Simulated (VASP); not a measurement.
# CdSe (ldaat) (P6_3mc) in VASP: single point with LDA

Aim: the single point of CdSe (ldaat) with LDA.

Everything below comes from runs of VASP 6.6.1. Logs are shortened: lines on timing, memory, paths and dates and some standing lists are left out, and cuts for length are marked.

## (1) The cell of the first run

It takes space group P6_3mc (No. 186, hexagonal). Conventional cell: a = 4.302 Å, b = 4.302 Å, c = 7.021 Å, α = 90.00°, β = 90.00°, γ = 120.00°. Cd (site symmetry 3m) has 3 Se at 2.49 Å within 3.3 Å. Se (site symmetry 3m) has 3 Cd at 2.49 Å within 3.3 Å.

## (2) Single point, LDA

INCAR reads:

```
SYSTEM = CdSe
  PREC = Accurate
  ENCUT = 520
  EDIFF = 1E-7
  ISMEAR = 0
  SIGMA = 0.01
  LREAL = .FALSE.
  LASPH = .TRUE.
  NELM = 60
  ALGO = Normal
  ISIF = 2
  LWAVE = .FALSE.
  LCHARG = .TRUE.
  GGA = CA
  LELF = .TRUE.
  LVHAR = .TRUE.
  NBANDS = 26
```

KPOINTS reads:

```
Automatic mesh
0
G
  9 9 6
  0 0 0
```

POSCAR reads:

```
CdSe
1.0
    4.3021423044      0.0000000000      0.0000000000
   -2.1510711522      3.7257645263      0.0000000000
    0.0000000000      0.0000000000      7.0214577968
Cd Se
2 2
Direct
    0.3333333333      0.6666666667     -0.0557865104
    0.6666666667      0.3333333333      0.4442134896
    0.3333333333      0.6666666667      0.4317865104
    0.6666666667      0.3333333333      0.9317865104
```

Potentials or basis: VASP PAW LDA potentials, release 64 (Cd, Se).

Launch:

```
$ cat potpaw_LDA.64/Cd/POTCAR potpaw_LDA.64/Se/POTCAR > POTCAR
$ mpirun -np 1 vasp_std > vasp.out
```

OUTCAR:

```text
SYSTEM = CdSe
   PREC = Accurate
   ENCUT = 520
   EDIFF = 1E-7
   ISMEAR = 0
   LREAL = .FALSE.
   LASPH = .TRUE.
   NELM = 60
   ISIF = 2
   GGA = CA

 ion  position               nearest neighbor table
   1  0.333  0.667  0.944-   4 2.49   4 2.49   4 2.49
   2  0.667  0.333  0.444-   3 2.49   3 2.49   3 2.49
   3  0.333  0.667  0.432-   2 2.49   2 2.49   2 2.49
   4  0.667  0.333  0.932-   1 2.49   1 2.49   1 2.49

  LATTYP: Found a hexagonal cell.
 ALAT       =     4.3021423044
 C/A-ratio  =     1.6320840409

  Lattice vectors:

 A1 = (   4.3021423044,   0.0000000000,   0.0000000000)
 A2 = (  -2.1510711522,   3.7257645263,   0.0000000000)
 A3 = (   0.0000000000,   0.0000000000,   7.0214577968)

Analysis of symmetry for initial positions (statically):
=====================================================================
 Subroutine PRICEL returns:
 Original cell was already a primitive cell.

 Routine SETGRP: Setting up the symmetry group for a
 hexagonal supercell.

 Subroutine GETGRP returns: Found 12 space group operations
 (whereof  6 operations were pure point group operations)
 out of a pool of 24 trial point group operations.

The static configuration has the point symmetry C_3v.
 The point group associated with its full space group is C_6v.

Analysis of symmetry for dynamics (positions and initial velocities):
=====================================================================
 Subroutine PRICEL returns:
 Original cell was already a primitive cell.

 Routine SETGRP: Setting up the symmetry group for a
 hexagonal supercell.

 Subroutine GETGRP returns: Found 12 space group operations
 (whereof  6 operations were pure point group operations)
 out of a pool of 24 trial point group operations.

The dynamic configuration has the point symmetry C_3v.
 The point group associated with its full space group is C_6v.

 Subroutine INISYM returns: Found 12 space group operations
 (whereof  6 operations are pure point group operations),
 and found     1 'primitive' translations

----------------------------------------------------------------------------------------

                                     Primitive cell

  volume of cell :     112.5453

  direct lattice vectors                    reciprocal lattice vectors
     4.302142304  0.000000000  0.000000000     0.232442334  0.134200644  0.000000000
[... 84 lines left out ...]
   ISPIN  =      1    spin polarized calculation?
   LNONCOLLINEAR =      F non collinear calculations
   LSORBIT =      F    spin-orbit coupling
   LASPH  =      T    aspherical Exc in radial PAW
   ENCUT  =  520.0 eV  38.22 Ry    6.18 a.u.   8.00  8.00 13.06*2*pi/ulx,y,z
   NELM   =     60;   NELMIN=  2; NELMDL= -5     # of ELM steps
   EDIFF  = 0.1E-06   stopping-criterion for ELM
   LREAL  =      F    real-space projection
   EDIFFG = 0.1E-05   stopping-criterion for IOM
   NSW    =      0    number of steps for IOM
   IBRION =     -1    ionic relax: 0-MD 1-quasi-New 2-CG
   NFREE  =      0    steps in history (QN), initial steepest desc. (CG)
   ISIF   =      2    stress and relaxation
   ISYM   =      2    0-nonsym 1-usesym 2-fastsym
   POTIM  = 0.5000    time-step for ionic-motion
   TEBEG  =    0.0;   TEEND  =   0.0 temperature during run
   PSTRESS=    0.0 pullay stress
   NELECT =      36.0000    total number of electrons
   NUPDOWN=      -1.0000    fix difference up-down
   EMIN   =  10.00;   EMAX   =-10.00  energy-range for DOS
   EFERMI =   0.00;   METHOD = LEGACY
   ISMEAR =     0;   SIGMA  =   0.01  broadening in eV -4-tet -1-fermi 0-gaus
   EFERMI_NEDOS =   21; number of points for ismear=-14 and -15
   IALGO  =     38    algorithm
   IMIX   =      4    mixing-type and parameters
     AMIX     =   0.40;   BMIX     =  1.00
     AMIX_MAG =   1.60;   BMIX_MAG =  1.00
  volume/ion in A,a.u.               =      28.14       189.87
  Fermi-wavevector in a.u.,A,eV,Ry     =   1.119609  2.115755 17.055244  1.253525
  Thomas-Fermi vector in A             =   2.256250
   LORBIT       =      0    0 simple, 1 ext, 2 COOP (PROOUT), +10 PAW based schemes
   GGA     = CA    functional components
   LHFCALC =     F    Hartree Fock is set to
   AEXX    =    0.0000 exact exchange contribution
   IVDW    =     0    specifies the selected vdW correction
   LEPSILON=     F    determine dielectric tensor
   LRPA    =     F    only Hartree local field effects (RPA)
 non-spin polarized calculation
 Gauss-broadening in eV      SIGMA  =   0.01
  energy-cutoff  :      520.00
  volume of cell :      112.55
 maximum number of plane-waves:      3048
 NGX is ok and might be reduce to    32
   NGX = 15   NGY = 15   NGZ = 27

 number of electron      35.9999998 magnetization

 Free energy of the ion-electron system (eV)
  ---------------------------------------------------
  ext. energy  EPLUGINS =         0.00000000
  ---------------------------------------------------
  free energy    TOTEN  =       -12.67779526 eV

  energy without entropy =      -12.67779526  energy(sigma->0) =      -12.67779526

 E-fermi :   0.7335     XC(G=0):  -9.2638

 val. band max:        0.6605998852   @ k =   0.0000   0.0000   0.0000
 cond. band min:       1.4169629022   @ k =   0.0000   0.0000   0.0000
 fundamental gap:      0.7563630170
 Fermi energy:         0.7334835876

 k-point     1 :       0.0000    0.0000    0.0000
  band No.  band energies     occupation
      1     -12.0594      2.00000
      2     -11.7560      2.00000
      3      -7.5859      2.00000
      4      -7.5859      2.00000
      5      -7.5830      2.00000
      6      -7.5830      2.00000
[... 685 lines left out ...]
     25       8.8429      0.00000
     26       8.8429      0.00000

 [... further k-points ...]
[... 5 lines left out ...]
  --------------------------------------------------------------------------------------
  -------------------------------------------------------------------------------------
  Total        3.4534819      3.4534819     -2.4105132      0.0000000      0.0000000      0.0000000
  in kB       49.1632176     49.1632176    -34.3156812      0.0000000      0.0000000      0.0000000
  external PRESSURE =      21.3369180 kB  Pullay stress =       0.0000000 kB

 VOLUME and BASIS-vectors are now :
 -----------------------------------------------------------------------------
  energy-cutoff  :      520.00
  volume of cell :      112.55
      direct lattice vectors                 reciprocal lattice vectors
     4.302142304  0.000000000  0.000000000     0.232442334  0.134200644  0.000000000
    -2.151071152  3.725764526  0.000000000     0.000000000  0.268401289  0.000000000
     0.000000000  0.000000000  7.021457797     0.000000000  0.000000000  0.142420567

 POSITION                                       TOTAL-FORCE (eV/Angst)
 -----------------------------------------------------------------------------------
     -0.00000      2.48384      6.62976        -0.000000      0.000000      0.198157
      2.15107      1.24192      3.11903        -0.000000      0.000000      0.198157
     -0.00000      2.48384      3.03177         0.000000      0.000000     -0.198157
      2.15107      1.24192      6.54250        -0.000000      0.000000     -0.198157
 -----------------------------------------------------------------------------------
    total drift:                                0.000000      0.000000      0.000307

  FREE ENERGIE OF THE ION-ELECTRON SYSTEM (eV)
  ---------------------------------------------------
  free  energy   TOTEN  =       -12.6777952588 eV

  energy  without entropy=      -12.6777952588  energy(sigma->0) =      -12.67779526
```

It took 74 s on 1 thread of AMD EPYC 9R45 (Zen 5), shared host; peak memory 0.23 GiB.

Results:

| Property | Result |
| --- | --- |
| Free energy | -12.6778 eV |
| Pressure | 2.1 GPa |
| Largest force | 0.198 eV/Å |
| Band gap on the k mesh | 0.76 eV, direct |

Forces in eV/Å, atoms in the order of the input:
```
Cd   0.000  0.000  0.198
Cd   0.000  0.000  0.198
Se   0.000  0.000 -0.198
Se   0.000  0.000 -0.198
```

Stress tensor (GPa, compression positive):
```
 4.92  0.00  0.00
 0.00  4.92  0.00
 0.00  0.00 -3.43
```

Levels at points of the mesh, in eV from the valence-band top:
```csv
k point,band 16,band 17,band 18,band 19,band 20,band 21
"(0.00, 0.00, 0.00)",-0.07,0.00,0.00,0.76,1.26,5.85
"(0.00, 0.00, 0.50)",-0.22,-0.22,-0.22,1.75,1.75,5.92
```
